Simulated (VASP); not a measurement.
# O (Fmmm) in VASP: further runs

O is run at these levels: PBE; tasks: single point.

All numbers are computed with VASP 6.6.1; they aren't measurements. Logs are shortened: lines on timing, memory, paths and dates and some standing lists are left out, and cuts for length are marked.

### 1 The cell of the first run

It takes space group Fmmm (No. 69, orthorhombic). The conventional cell has a = 2.917 Å, b = 4.158 Å, c = 6.599 Å, α = 90.00°, β = 90.00°, γ = 90.00°. Within 1.5 Å of O (site symmetry mm2) lie 1 O at 1.15 Å.

### 2 Single point, PBE (10.00 Å³/atom)

Input file INCAR:

```
SYSTEM = O
PREC = Accurate ; ENCUT = 520
EDIFF = 1E-6 ; ISMEAR = -1
SIGMA = 0.01 ; LREAL = .FALSE.
LASPH = .TRUE. ; NELM = 60
ALGO = Normal ; ISIF = 2
LWAVE = .FALSE. ; LCHARG = .FALSE.
GGA = PE ; NBANDS = 13
```

Input file KPOINTS:

```
Automatic mesh
0
G
  12 12 12
  0 0 0
```

Input file POSCAR:

```
O
1.0
    0.0000000000      2.0790661029      3.2996437827
    1.4583698480      0.0000000000      3.2996437827
    1.4583698480      2.0790661029      0.0000000000
O
2
Direct
    0.0871000000      0.0871000000      0.9129000000
    0.9129000000      0.9129000000      0.0871000000
```

Potentials or basis: VASP PAW PBE potentials, release 64 (O).

The run is started by

```bash
$ cat potpaw_PBE.64/O/POTCAR > POTCAR
$ mpirun -np 1 vasp_std > vasp.out
```

OUTCAR:

```text
SYSTEM = O
   PREC = Accurate
   ENCUT = 520
   EDIFF = 1E-6
   ISMEAR = -1
   LREAL = .FALSE.
   LASPH = .TRUE.
   NELM = 60
   ISIF = 2
   GGA = PE

 ion  position               nearest neighbor table
   1  0.087  0.087  0.913-   2 1.15
   2  0.913  0.913  0.087-   1 1.15

  LATTYP: Found a face centered orthorhombic cell.
 ALAT       =     2.9167396960
 B/A-ratio  =     1.4256096324
 C/A-ratio  =     2.2625562283

  Lattice vectors:

 A1 = (   0.0000000000,   2.0790661029,   3.2996437827)
 A2 = (   1.4583698480,   0.0000000000,   3.2996437827)
 A3 = (   1.4583698480,   2.0790661029,   0.0000000000)

Analysis of symmetry for initial positions (statically):
=====================================================================
 Subroutine PRICEL returns:
 Original cell was already a primitive cell.

 Routine SETGRP: Setting up the symmetry group for a
 face centered orthorhombic supercell.

 Subroutine GETGRP returns: Found  8 space group operations
 (whereof  8 operations were pure point group operations)
 out of a pool of  8 trial point group operations.

The static configuration has the point symmetry D_2h.

Analysis of symmetry for dynamics (positions and initial velocities):
=====================================================================
 Subroutine PRICEL returns:
 Original cell was already a primitive cell.

 Routine SETGRP: Setting up the symmetry group for a
 face centered orthorhombic supercell.

 Subroutine GETGRP returns: Found  8 space group operations
 (whereof  8 operations were pure point group operations)
 out of a pool of  8 trial point group operations.

The dynamic configuration has the point symmetry D_2h.

 Subroutine INISYM returns: Found  8 space group operations
 (whereof  8 operations are pure point group operations),
 and found     1 'primitive' translations

----------------------------------------------------------------------------------------

                                     Primitive cell

  volume of cell :      20.0094

  direct lattice vectors                    reciprocal lattice vectors
     0.000000000  2.079066103  3.299643783    -0.342848558  0.240492594  0.151531509
     1.458369848  0.000000000  3.299643783     0.342848558 -0.240492594  0.151531509
     1.458369848  2.079066103  0.000000000     0.342848558  0.240492594 -0.151531509

  length of vectors
     3.900021148  3.607560354  2.539558716     0.445357856  0.445357856  0.445357856

[... 76 lines left out ...]
   LSORBIT =      F    spin-orbit coupling
   LASPH  =      T    aspherical Exc in radial PAW
   ENCUT  =  520.0 eV  38.22 Ry    6.18 a.u.   7.25  6.71  4.72*2*pi/ulx,y,z
   NELM   =     60;   NELMIN=  2; NELMDL= -5     # of ELM steps
   EDIFF  = 0.1E-05   stopping-criterion for ELM
   LREAL  =      F    real-space projection
[... 7 lines left out ...]
   TEBEG  =    0.0;   TEEND  =   0.0 temperature during run
   PSTRESS=    0.0 pullay stress
   NELECT =      12.0000    total number of electrons
   NUPDOWN=      -1.0000    fix difference up-down
   EMIN   =  10.00;   EMAX   =-10.00  energy-range for DOS
   EFERMI =   0.00;   METHOD = LEGACY
   ISMEAR =    -1;   SIGMA  =   0.01  broadening in eV -4-tet -1-fermi 0-gaus
   EFERMI_NEDOS =   21; number of points for ismear=-14 and -15
   IALGO  =     38    algorithm
   IMIX   =      4    mixing-type and parameters
     AMIX     =   0.40;   BMIX     =  1.00
     AMIX_MAG =   1.60;   BMIX_MAG =  1.00
  volume/ion in A,a.u.               =      10.00        67.51
  Fermi-wavevector in a.u.,A,eV,Ry     =   1.380567  2.608894 25.932241  1.905966
  Thomas-Fermi vector in A             =   2.505432
   LORBIT       =      0    0 simple, 1 ext, 2 COOP (PROOUT), +10 PAW based schemes
   GGA     = PE    functional components
[... 5 lines left out ...]
 non-spin polarized calculation
  energy-cutoff  :      520.00
  volume of cell :       20.01
 maximum number of plane-waves:       564
 NGX is ok and might be reduce to    30
   NGX = 15   NGY = 13   NGZ =  9

 number of electron      11.9999999 magnetization

 Free energy of the ion-electron system (eV)
  ---------------------------------------------------
  ext. energy  EPLUGINS =         0.00000000
  ---------------------------------------------------
  free energy    TOTEN  =        -9.19507174 eV

  energy without entropy =       -9.19461183  energy(sigma->0) =       -9.19484178

 E-fermi :   1.8924     XC(G=0): -10.1163

 val. band max:        1.8903458989   @ k =   0.5000  -0.3333   0.1667
 cond. band min:       1.8932678557   @ k =  -0.2500   0.2500   0.4167
 fundamental gap:      0.0029219568
 Fermi energy:         1.8923542898

 k-point     1 :       0.0000    0.0000    0.0000
  band No.  band energies     occupation
      1     -27.5522      2.00000
      2     -12.1263      2.00000
      3      -8.0908      2.00000
      4      -4.9897      2.00000
      5      -4.6523      2.00000
      6       2.5196      0.00000
      7       3.1218      0.00000
      8      11.4767      0.00000
      9      14.5233      0.00000
     10      17.5172      0.00000
     11      22.2271      0.00000
     12      22.8183      0.00000
     13      27.3371      0.00000
[... 354 lines left out ...]
  band No.  band energies     occupation
      1     -27.0142      2.00000
      2     -12.3115      2.00000
      3      -7.8955      2.00000
      4      -5.8578      2.00000
      5      -5.0257      2.00000
      6       0.5762      2.00000
      7       2.8987      0.00000
      8      12.8643      0.00000
      9      15.9049      0.00000
     10      17.0405      0.00000
     11      18.8948      0.00000
     12      22.0702      0.00000
     13      27.2291      0.00000

 [... further k-points ...]

------------------------ aborting loop because EDIFF is reached ----------------------------------------

  FORCE on cell =-STRESS in cart. coord.  units (eV):
  Direction    XX          YY          ZZ          XY          YZ          ZX
  --------------------------------------------------------------------------------------
  -------------------------------------------------------------------------------------
  Total       -0.0062911     -0.6393908     10.3286092     -0.0000000      0.0000000      0.0000000
  in kB       -0.5037388    -51.1969318    827.0264485     -0.0000000      0.0000000      0.0000000
  external PRESSURE =     258.4419260 kB  Pullay stress =       0.0000000 kB

 VOLUME and BASIS-vectors are now :
 -----------------------------------------------------------------------------
  energy-cutoff  :      520.00
  volume of cell :       20.01
      direct lattice vectors                 reciprocal lattice vectors
     0.000000000  2.079066103  3.299643783    -0.342848558  0.240492594  0.151531509
     1.458369848  0.000000000  3.299643783     0.342848558 -0.240492594  0.151531509
     1.458369848  2.079066103  0.000000000     0.342848558  0.240492594 -0.151531509

 POSITION                                       TOTAL-FORCE (eV/Angst)
 -----------------------------------------------------------------------------------
      1.45837      2.07907      0.57480         0.000000      0.000000      7.599769
      1.45837      2.07907      6.02449         0.000000      0.000000     -7.599769
 -----------------------------------------------------------------------------------
    total drift:                                0.000000      0.000000      0.000000

  FREE ENERGIE OF THE ION-ELECTRON SYSTEM (eV)
  ---------------------------------------------------
  free  energy   TOTEN  =        -9.1950717378 eV

  energy  without entropy=       -9.1946118297  energy(sigma->0) =       -9.19484178
```

stdout:

```text
POSCAR found type information on POSCAR O
 POSCAR found :  1 types and       2 ions
 scaLAPACK will be used
 LDA part: xc-table for (Slater+PW92), standard interpolation
 POSCAR, INCAR and KPOINTS ok, starting setup
 FFT: planning ... GRIDC
 FFT: planning ... GRID_SOFT
 FFT: planning ... GRID
 WAVECAR not read
 entering main loop
```

Wall time 48 s (1 thread of Intel Xeon Platinum 8488C (Sapphire Rapids), shared host); peak memory 0.18 GiB.

What came out:

```
Free energy            : -9.1951 eV
Pressure               : 25.8 GPa
Largest force          : 7.600 eV/Å
Band gap on the k mesh : zero (bands 6 and 7 overlap by 1.88 eV)
```

Forces in eV/Å, atoms in the order of the input:
```
O    0.000  0.000  7.600
O    0.000  0.000 -7.600
```

Levels at points of the mesh, in eV from the Fermi level:
```
           k point  band 2  band 3  band 4  band 5  band 6  band 7  band 8  band 9  band 10  band 11
(0.00, 0.00, 0.00)  -14.02   -9.98   -6.88   -6.54    0.63    1.23    9.58   12.63    15.62    20.33
(0.50, 0.00, 0.00)  -13.97   -9.93   -7.99   -6.93   -1.46    0.97   11.09   14.08    15.83    17.50
(0.50, 0.50, 0.00)  -15.64   -7.39   -7.11   -6.57    1.21    1.31    8.85    9.28    15.33    19.23
(0.50, 0.00, 0.50)  -13.04  -10.09   -8.19   -8.05   -0.84   -0.50   11.95   12.76    14.03    19.91
(0.00, 0.50, 0.50)  -13.91   -9.66   -8.36   -6.80   -2.19    0.36   11.29   11.36    16.87    19.58
```

Caveat: the standard files for N, O and F lose accuracy on very short bonds; spin is off for a triplet molecule; the cell stands under pressure; this functional lacks dispersion, which holds the molecules together, so the pressure and a relaxed volume are unreliable; forces of over 1 eV/Å act on the atoms, so gaps and moduli don't describe the material at rest.

### 3 Single point, PBE (10.21 Å³/atom)

This run uses another cell than the first one, of 10.21 Å³/atom.

Input file INCAR:

```
PREC     = Accurate       # precision mode
ENCUT    = 520            # plane-wave cutoff, eV
EDIFF    = 1E-6           # SCF threshold, eV
ISMEAR   = -1             # smearing method
SIGMA    = 0.01           # smearing width, eV
LREAL    = False          # projectors in reciprocal space
LASPH    = True           # aspherical terms in the spheres
NELM     = 100            # most SCF steps
ALGO     = Normal         # electronic algorithm
ISIF     = 2              # what is computed and relaxed
LWAVE    = False          # write WAVECAR
LCHARG   = False          # write CHGCAR
GGA      = PE             # functional
NBANDS   = 13             # bands
```

Input file KPOINTS:

```
regular mesh
0
Gamma
  12 12 12
```

Input file POSCAR:

```
O
1.0
    0.0000000000      2.0934049429      3.3224006659
    1.4684278890      0.0000000000      3.3224006659
    1.4684278890      2.0934049429      0.0000000000
O
2
Direct
    0.0871000000      0.0871000000      0.9129000000
    0.9129000000      0.9129000000      0.0871000000
```

Potentials or basis: VASP PAW PBE potentials, release 64 (O).

The run is started by

```bash
$ cat potpaw_PBE.64/O/POTCAR > POTCAR
$ mpirun -np 1 vasp_std > vasp.out
```

OUTCAR:

```text
PREC = Accurate
   ENCUT = 520
   EDIFF = 1E-6
   ISMEAR = -1
   LREAL = False
   LASPH = True
   NELM = 100
   ISIF = 2
   GGA = PE

 ion  position               nearest neighbor table
   1  0.087  0.087  0.913-   2 1.16
   2  0.913  0.913  0.087-   1 1.16

  LATTYP: Found a face centered orthorhombic cell.
 ALAT       =     2.9368557780
 B/A-ratio  =     1.4256096323
 C/A-ratio  =     2.2625562282

  Lattice vectors:

 A1 = (   0.0000000000,   2.0934049429,   3.3224006659)
 A2 = (   1.4684278890,   0.0000000000,   3.3224006659)
 A3 = (   1.4684278890,   2.0934049429,   0.0000000000)

Analysis of symmetry for initial positions (statically):
=====================================================================
 Subroutine PRICEL returns:
 Original cell was already a primitive cell.

 Routine SETGRP: Setting up the symmetry group for a
 face centered orthorhombic supercell.

 Subroutine GETGRP returns: Found  8 space group operations
 (whereof  8 operations were pure point group operations)
 out of a pool of  8 trial point group operations.

[... 174 lines left out ...]
      4      -5.0863      2.00000
      5      -4.7588      2.00000
      6       2.2715      0.00000
      7       2.8542      0.00000
      8      11.1588      0.00000
      9      14.0670      0.00000
     10      17.2029      0.00000
     11      21.7327      0.00000
     12      22.5215      0.00000
     13      26.9540      0.00000
[... 354 lines left out ...]
  band No.  band energies     occupation
      1     -26.9590      2.00000
      2     -12.5133      2.00000
      3      -7.9085      2.00000
      4      -5.9978      2.00000
      5      -5.1220      2.00000
      6       0.3900      2.00000
      7       2.6383      0.00000
      8      12.4269      0.00000
      9      15.6248      0.00000
     10      16.6990      0.00000
     11      18.4762      0.00000
     12      21.7254      0.00000
     13      26.8055      0.00000

 [... further k-points ...]

------------------------ aborting loop because EDIFF is reached ----------------------------------------

  FORCE on cell =-STRESS in cart. coord.  units (eV):
  Direction    XX          YY          ZZ          XY          YZ          ZX
  --------------------------------------------------------------------------------------
  -------------------------------------------------------------------------------------
  Total       -0.0902294     -0.7207289      9.1561879      0.0000000      0.0000000      0.0000000
  in kB       -7.0773555    -56.5320415    718.1867842      0.0000000      0.0000000      0.0000000
  external PRESSURE =     218.1924624 kB  Pullay stress =       0.0000000 kB

 VOLUME and BASIS-vectors are now :
 -----------------------------------------------------------------------------
  energy-cutoff  :      520.00
  volume of cell :       20.43
      direct lattice vectors                 reciprocal lattice vectors
     0.000000000  2.093404943  3.322400666    -0.340500207  0.238845333  0.150493589
     1.468427889  0.000000000  3.322400666     0.340500207 -0.238845333  0.150493589
     1.468427889  2.093404943  0.000000000     0.340500207  0.238845333 -0.150493589

 POSITION                                       TOTAL-FORCE (eV/Angst)
 -----------------------------------------------------------------------------------
      1.46843      2.09340      0.57876         0.000000      0.000000      6.640586
      1.46843      2.09340      6.06604         0.000000      0.000000     -6.640586
 -----------------------------------------------------------------------------------
    total drift:                                0.000000      0.000000      0.000000

  FREE ENERGIE OF THE ION-ELECTRON SYSTEM (eV)
  ---------------------------------------------------
  free  energy   TOTEN  =        -9.2586338979 eV

  energy  without entropy=       -9.2581664835  energy(sigma->0) =       -9.25840019
```

It took 48 s on 1 thread of Intel Xeon Platinum 8488C (Sapphire Rapids), shared host; peak memory 0.18 GiB.

Results:

| Property | Result |
| --- | --- |
| Free energy | -9.2586 eV |
| Pressure | 21.8 GPa |
| Largest force | 6.641 eV/Å |
| Band gap on the k mesh | zero (bands 6 and 7 overlap by 1.82 eV) |

Forces in eV/Å, atoms in the order of the input:
```
O    0.000  0.000  6.641
O    0.000  0.000 -6.641
```

Stress tensor (GPa, compression positive):
```
-0.71  0.00  0.00
 0.00 -5.65  0.00
 0.00  0.00 71.82
```

Levels at points of the mesh, in eV from the Fermi level:
```tsv
k point	band 2	band 3	band 4	band 5	band 6	band 7	band 8	band 9	band 10	band 11
(0.00, 0.00, 0.00)	-14.01	-9.81	-6.75	-6.42	0.61	1.19	9.49	12.40	15.54	20.07
(0.50, 0.00, 0.00)	-13.96	-9.71	-7.89	-6.80	-1.41	0.94	10.90	14.03	15.65	17.36
(0.50, 0.50, 0.00)	-15.55	-7.31	-6.97	-6.45	1.17	1.27	8.66	9.26	15.11	19.18
(0.50, 0.00, 0.50)	-13.08	-9.87	-8.09	-7.89	-0.81	-0.49	11.96	12.50	13.99	19.76
(0.00, 0.50, 0.50)	-13.90	-9.45	-8.19	-6.75	-2.11	0.35	11.11	11.34	16.72	19.40
```

Caveat: the standard files for N, O and F lose accuracy on very short bonds; spin is off for a triplet molecule; the cell stands under pressure; this functional lacks dispersion, which holds the molecules together, so the pressure and a relaxed volume are unreliable; forces of over 1 eV/Å act on the atoms, so gaps and moduli don't describe the material at rest.

### 4 Single point, PBE (10.63 Å³/atom)

This run uses another cell than the first one, of 10.63 Å³/atom.

Input file INCAR:

```
  ALGO = Normal
  EDIFF = 1E-6
  ENCUT = 520
  GGA = PE
  ISIF = 2
  ISMEAR = -1
  LASPH = True
  LCHARG = True
  LELF = True
  LREAL = False
  LVHAR = True
  LWAVE = False
  NBANDS = 13
  NELM = 60
  PREC = Accurate
  SIGMA = 0.01
```

Input file KPOINTS:

```
k-points
0
Gamma
  12 12 12
```

Input file POSCAR:

```
O
1.0
    0.0000000000      2.1215076915      3.3670019701
    1.4881406827      0.0000000000      3.3670019701
    1.4881406827      2.1215076915      0.0000000000
O
2
Direct
    0.0871000000      0.0871000000      0.9129000000
    0.9129000000      0.9129000000      0.0871000000
```

The run is started by

```bash
$ cat potpaw_PBE.64/O/POTCAR > POTCAR
$ mpirun -np 1 vasp_std > vasp.out
```

It took 49 s on 1 thread of Intel Xeon Platinum 8488C (Sapphire Rapids), shared host; peak memory 0.18 GiB.

Results (log left out):

```yaml
Free_energy: -9.3565 eV
Pressure: 14.8 GPa
Largest_force: 4.909 eV/Å
Band_gap_on_the_k_mesh: zero (bands 6 and 7 overlap by 1.70 eV)
```

Forces on the atoms (eV/Å):
```
O    0.000  0.000  4.909
O    0.000  0.000 -4.909
```

Stress tensor (GPa, compression positive):
```
-1.79  0.00  0.00
 0.00 -6.50  0.00
 0.00  0.00 52.80
```

Levels at points of the mesh, in eV from the Fermi level:
```tsv
k point	band 4	band 5	band 6	band 7	band 8	band 9
(0.00, 0.00, 0.00)	-6.50	-6.19	0.57	1.12	9.32	11.95
(0.50, 0.00, 0.00)	-7.71	-6.55	-1.32	0.88	10.52	13.92
(0.50, 0.50, 0.00)	-6.71	-6.22	1.09	1.19	8.30	9.22
(0.50, 0.00, 0.50)	-7.90	-7.57	-0.76	-0.45	11.97	12.01
(0.00, 0.50, 0.50)	-7.86	-6.66	-1.97	0.33	10.63	11.43
```

Caveat: the standard files for N, O and F lose accuracy on very short bonds; spin is off for a triplet molecule; the cell stands under pressure; this functional lacks dispersion, which holds the molecules together, so the pressure and a relaxed volume are unreliable; forces of over 1 eV/Å act on the atoms, so gaps and moduli don't describe the material at rest.

(Part 1 of 2 ends here.)
